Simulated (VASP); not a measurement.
Wanted: the native input for a VASP 6.6.1 run.

```yaml
Task: single point
Functional: PBEsol
Potentials_or_basis: VASP PAW PBE potentials, release 64 (Cl, Na_pv)
Cutoff: 520 eV
k_mesh: 8 × 8 × 8
Occupations: fermi-dirac, width 0.05 eV
Spin: no spin polarisation
Dipole_correction: no
Further_INCAR_settings: ALGO = Normal; EDIFF = 1e-06; NBANDS = 14
```

The structure of NaCl lies in POSCAR:

```
NaCl
1.0
    0.0000000000      2.8009991679      2.8009991679
    2.8009991679      0.0000000000      2.8009991679
    2.8009991679      2.8009991679      0.0000000000
Cl Na
1 1
Direct
    0.5000000000      0.5000000000      0.5000000000
    0.0000000000      0.0000000000      0.0000000000
```

The input as run:

INCAR

```
SYSTEM = NaCl
PREC     = Accurate       ! precision mode
ENCUT    = 520            ! plane-wave cutoff, eV
EDIFF    = 1E-6           ! SCF threshold, eV
ISMEAR   = -1             ! smearing method
SIGMA    = 0.05           ! smearing width, eV
LREAL    = .FALSE.        ! projectors in reciprocal space
LASPH    = .TRUE.         ! aspherical terms in the spheres
NELM     = 80             ! most SCF steps
ALGO     = Normal         ! electronic algorithm
ISIF     = 2              ! what is computed and relaxed
LWAVE    = .FALSE.        ! write WAVECAR
LCHARG   = .FALSE.        ! write CHGCAR
GGA      = PS             ! functional
NBANDS   = 14             ! bands
```

KPOINTS

```
regular mesh
0
G
  8 8 8
  0 0 0
```

Potentials or basis: VASP PAW PBE potentials, release 64 (Cl, Na_pv).

Run with:

```sh
$ cat potpaw_PBE.64/Cl/POTCAR potpaw_PBE.64/Na_pv/POTCAR > POTCAR
$ mpirun -np 1 vasp_std > vasp.out
```

Results of the run:

- Pressure: 0.0 GPa
- Band gap on the k mesh: 5.01 eV, direct

Caveat: the PAW data sets were made with another functional, which shifts forces and pressure a little.

Wall time 10 s on 1 thread of Intel(R) Xeon(R) Platinum 8488C (Sapphire Rapids) (shared host), peak memory 0.16 GiB.
